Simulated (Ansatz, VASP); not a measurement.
One calculation of BeCr2, two programs

```xyz
3
Lattice="3.1453 0.0000 0.0000 -1.5726 2.7239 0.0000 0.0000 0.0000 3.3961" Properties=species:S:1:pos:R:3 pbc="T T T"
Be    0.0000    0.0000    0.0000
Cr    0.0000    1.8159    1.6980
Cr    1.5726    0.9080    1.6980
```

Alike in both runs: task relaxation of cell and atoms; functional r2SCAN; k mesh 6 × 6 × 6; occupations gaussian, width 0.1 eV; no spin polarisation.

|  | VASP | Ansatz |
| --- | --- | --- |
| version | VASP 6.6.1 | Ansatz 0.2.0 |
| potentials or method | VASP PAW PBE potentials, release 64 (Be, Cr_pv), cutoff 600 eV | scalar-relativistic, plane waves, PAW |
| valence electrons in the cell | 26 | 30 |

|  | VASP | Ansatz | Ansatz less VASP |
| --- | --- | --- | --- |
| gap on the k mesh at the Fermi level, each at its own relaxed structure (eV) | none | none | - |
| relaxed volume (Å³/atom) | 10.65 | 10.64 | -0.016 |
| relaxed cell length with the largest relative difference (Å) | 2.336 | 2.332 | -0.0040 |

VASP's potentials were made for PBE, not for r2SCAN. A gap of «none» marks a metal or a gap that the smearing closes. VASP's potentials hold 26 valence electrons a cell and Ansatz's 30, so a difference there can come from the potentials and not from the codes.

The k mesh is coarse, so the values compare programs but aren't converged.
